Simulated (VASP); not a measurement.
# TaSi5 (P-6m2) in VASP: further runs, part 2 of 2

VASP 6.6.1.

### 4 Relaxation of cell and atoms, PBE

This run uses another cell than the first one, of 15.53 Å³/atom, 0.801 times its volume.

INCAR

```
PREC = Accurate
ENCUT = 500
EDIFF = 1E-7
ISMEAR = 0
SIGMA = 0.1
LREAL = F
LASPH = T
NELM = 120
ALGO = Normal
ISIF = 3
LWAVE = F
LCHARG = F
GGA = PE
IBRION = 2
NSW = 90
EDIFFG = -0.04
GGA_COMPAT = F
NELMIN = 4
```

KPOINTS

```
Automatic mesh
0
Gamma
  6 6 2
```

POSCAR

```
TaSi5
1.0
    2.7807639748      0.0000000000      0.0000000000
   -1.3903819874      2.4082122441      0.0000000000
    0.0000000000      0.0000000000     13.9099991222
Ta Si
1 5
Direct
    0.0000000000      0.0000000000      0.0000000000
    0.6666666667      0.3333333333      0.8408732335
    0.0000000000      0.0000000000      0.6716279470
    0.6666666667      0.3333333333      0.5000000000
    0.0000000000      0.0000000000      0.3283720530
    0.6666666667      0.3333333333      0.1591267665
```

Potentials or basis: VASP PAW PBE potentials, release 64 (Ta_sv_GW, Si).

The run is started by

```console
> cat potpaw_PBE.64/Ta_sv_GW/POTCAR potpaw_PBE.64/Si/POTCAR > POTCAR
> mpirun -np 1 vasp_std > vasp.out
```

OUTCAR:

```text
PREC = Accurate
   ENCUT = 500
   EDIFF = 1E-7
   ISMEAR = 0
   LREAL = F
   LASPH = T
   NELM = 120
   ISIF = 3
   GGA = PE
   IBRION = 2
   NSW = 90
   EDIFFG = -0.04
   NELMIN = 4

 ion  position               nearest neighbor table
   1  0.000  0.000  0.000-   2 2.73   6 2.73   2 2.73   6 2.73   2 2.73   6 2.73
   2  0.667  0.333  0.841-   1 2.73   1 2.73   1 2.73   3 2.85   3 2.85   3 2.85
   3  0.000  0.000  0.672-   2 2.85   2 2.85   2 2.85   4 2.88   4 2.88   4 2.88
   4  0.667  0.333  0.500-   3 2.88   5 2.88   3 2.88   5 2.88   3 2.88   5 2.88
   5  0.000  0.000  0.328-   6 2.85   6 2.85   6 2.85   4 2.88   4 2.88   4 2.88
   6  0.667  0.333  0.159-   1 2.73   1 2.73   1 2.73   5 2.85   5 2.85   5 2.85

  LATTYP: Found a hexagonal cell.
 ALAT       =     2.7807639748
 C/A-ratio  =     5.0022221405

  Lattice vectors:
[... 291 lines left out ...]
  free  energy   TOTEN  =       -39.3146552518 eV

  energy  without entropy=      -39.3035899905  energy(sigma->0) =      -39.30912262

[... ionic steps 4 to 26 ...]

--------------------------------------- Ionic step       27  -------------------------------------------

 number of electron      33.0000005 magnetization

------------------------ aborting loop because EDIFF is reached ----------------------------------------
[... 75 lines left out ...]
--------------------------------------- Ionic step       29  -------------------------------------------

 number of electron      33.0000007 magnetization

 Free energy of the ion-electron system (eV)
  ---------------------------------------------------
  ext. energy  EPLUGINS =         0.00000000
  ---------------------------------------------------
  free energy    TOTEN  =       -40.06597591 eV

  energy without entropy =      -40.04217862  energy(sigma->0) =      -40.05407726

 E-fermi :   8.7946     XC(G=0): -10.9863

 val. band max:        8.7930140730   @ k =   0.3333   0.1667   0.0000
 cond. band min:       8.8181538423   @ k =   0.1667   0.0000   0.0000
 fundamental gap:      0.0251397693
 Fermi energy:         8.7945870843

 k-point     1 :       0.0000    0.0000    0.0000
  band No.  band energies     occupation
      1     -59.2644      2.00000
      2     -25.7909      2.00000
      3     -25.6837      2.00000
      4     -25.6837      2.00000
      5      -4.2626      2.00000
      6      -3.0935      2.00000
[... 344 lines left out ...]
  FREE ENERGIE OF THE ION-ELECTRON SYSTEM (eV)
  ---------------------------------------------------
  free  energy   TOTEN  =       -40.0659759070 eV

  energy  without entropy=      -40.0421786160  energy(sigma->0) =      -40.05407726

 reached required accuracy - stopping structural energy minimisation
```

Wall time 8.6 min (1 thread of Intel Xeon Platinum 8559C (Emerald Rapids), shared host); peak memory 0.22 GiB.

What came out:

```yaml
Free_energy: -40.0660 eV
Relaxed_volume: 16.57 Å³/atom
Relaxed_cell: a = 3.504 Å, b = 3.504 Å, c = 9.347 Å, α = 90.00°, β = 90.00°, γ = 120.00°
Space_group_after_relaxing_to_0.05_Å: P-6m2 (No. 187)
Energy_gained_by_relaxing: 207.5 meV/atom
Ionic_steps: 29
Pressure_after_relaxing: 0.1 GPa
Largest_force_after_relaxing: 0.025 eV/Å
```

Forces on the atoms (eV/Å):
```
Ta   0.000  0.000  0.000
Si   0.000  0.000 -0.013
Si   0.000  0.000  0.025
Si   0.000  0.000  0.000
Si   0.000  0.000 -0.025
Si   0.000  0.000  0.013
```

Step by step:
| step | energy change (eV) | largest force (eV/Å) | pressure (GPa) | volume (Å³) |
| --- | --- | --- | --- | --- |
| 1 | 0.0000 | 0.2723 | 0.13 | 93.15 |
| 2 | -0.0648 | 0.3343 | -0.17 | 93.29 |
| 3 | -0.4938 | 0.8567 | -0.34 | 93.31 |
| 4 | -0.2953 | 1.0691 | 4.51 | 91.40 |
| 5 | -0.3576 | 0.9253 | 2.68 | 92.82 |
| 6 | -0.4175 | 0.6202 | -0.37 | 95.66 |
| 7 | -0.5731 | 0.5427 | -5.46 | 101.19 |
| 8 | -0.3826 | 1.2924 | -12.01 | 111.57 |
| 9 | -0.6832 | 0.5926 | -7.58 | 103.99 |
| 10 | -0.6911 | 0.5812 | -7.99 | 104.62 |
| 11 | -0.7102 | 0.5674 | -8.27 | 105.15 |
| 12 | -0.7270 | 0.6324 | -8.66 | 105.92 |
| 13 | -0.7282 | 0.8866 | -9.54 | 107.41 |
| 14 | -0.7324 | 0.7021 | -8.88 | 106.34 |
| 15 | -0.7713 | 0.7112 | -8.49 | 105.87 |
| 16 | -0.8788 | 0.7401 | -7.22 | 104.48 |
| 17 | -1.0439 | 0.7785 | -4.34 | 101.70 |
| 18 | -1.1186 | 0.8454 | 2.92 | 96.22 |
| 19 | -1.1349 | 0.8289 | 0.58 | 97.83 |
| 20 | -1.1467 | 0.7681 | 0.56 | 97.90 |
| 21 | -1.1769 | 0.5801 | 0.45 | 98.08 |
| 22 | -1.2143 | 0.3285 | 0.37 | 98.45 |
| 23 | -1.1935 | 0.6176 | 0.64 | 99.18 |
| 24 | -1.2217 | 0.3527 | 0.39 | 98.70 |
| 25 | -1.2306 | 0.2938 | 0.01 | 99.07 |
| 26 | -1.2401 | 0.1856 | -0.71 | 99.87 |
| 27 | -1.2408 | 0.1547 | -0.94 | 100.11 |
| 28 | -1.2449 | 0.0061 | 0.40 | 99.25 |
| 29 | -1.2451 | 0.0250 | 0.15 | 99.40 |

Final structure:
```yaml
crystal:
  lattice:
    - [3.50425, 0.00000, 0.00000]
    - [-1.75212, 3.03477, 0.00000]
    - [0.00000, 0.00000, 9.34701]
  atoms:
    - { symbol: Ta, position: [0.00000, 0.00000, 0.00000] }
    - { symbol: Si, position: [0.66667, 0.33333, 0.82029] }
    - { symbol: Si, position: [0.00000, 0.00000, 0.68081] }
    - { symbol: Si, position: [0.66667, 0.33333, 0.50000] }
    - { symbol: Si, position: [0.00000, 0.00000, 0.31919] }
    - { symbol: Si, position: [0.66667, 0.33333, 0.17971] }
```

Levels at points of the mesh, in eV from the Fermi level:
| k point | band 12 | band 13 | band 14 | band 15 | band 16 | band 17 | band 18 | band 19 | band 20 |
| --- | --- | --- | --- | --- | --- | --- | --- | --- | --- |
| (0.00, 0.00, 0.00) | -0.80 | -0.80 | -0.50 | 0.32 | 0.32 | 0.84 | 2.37 | 2.37 | 2.76 |
| (0.50, 0.00, 0.00) | -3.69 | -2.53 | -2.26 | -1.87 | -0.87 | 0.85 | 0.94 | 1.09 | 1.33 |
| (0.00, 0.00, 0.50) | -1.21 | -0.94 | -0.94 | 1.06 | 1.06 | 1.20 | 1.20 | 1.62 | 2.83 |
| (0.50, 0.00, 0.50) | -2.79 | -2.71 | -2.03 | -1.64 | -1.28 | -0.48 | 0.52 | 1.56 | 2.56 |

Caveat: the k points lie up to 0.35 Å⁻¹ apart in the final cell; spin-orbit coupling is left out, which moves the levels of the heavy elements.

### 5 Overview

```tsv
potentials or basis	cell	k mesh	cutoff (eV)	second run	gap on the mesh (eV)	pressure (GPa)	relaxed volume (Å³/atom)	largest force (eV/Å)
VASP PAW PBE potentials, release 64 (Ta_pv, Si)	relaxed from a = 2.984, b = 2.984, c = 15.079 Å, angles 90.0, 90.0, 120.0°, 6 atoms	6 × 6 × 1	600	-	-	0.1	15.50	0.02
VASP PAW PBE potentials, release 64 (Ta_pv, Si)	relaxed from a = 2.781, b = 2.781, c = 13.910 Å, angles 90.0, 90.0, 120.0°, 6 atoms	6 × 6 × 2	600	-	none	0.0	16.66	0.04
VASP PAW PBE potentials, release 64 (Ta_sv_GW, Si)	relaxed from a = 2.781, b = 2.781, c = 13.910 Å, angles 90.0, 90.0, 120.0°, 6 atoms	6 × 6 × 2	500	valence_matched	none	0.1	16.57	0.03
```

Alike in all rows: task relaxation of cell and atoms; level PBE; no spin polarisation; smearing gaussian 0.1 eV.

Caveats: all runs use coarse meshes; spin-orbit coupling is left out, which moves the levels of the heavy elements; the volume moved by over 15 % at a fixed basis, so the end points are rough (some runs); the bands computed are all filled at some k points, so no gap is given (some runs).

Total energies depend on the potentials used, so only differences within one code and one set of settings carry meaning.
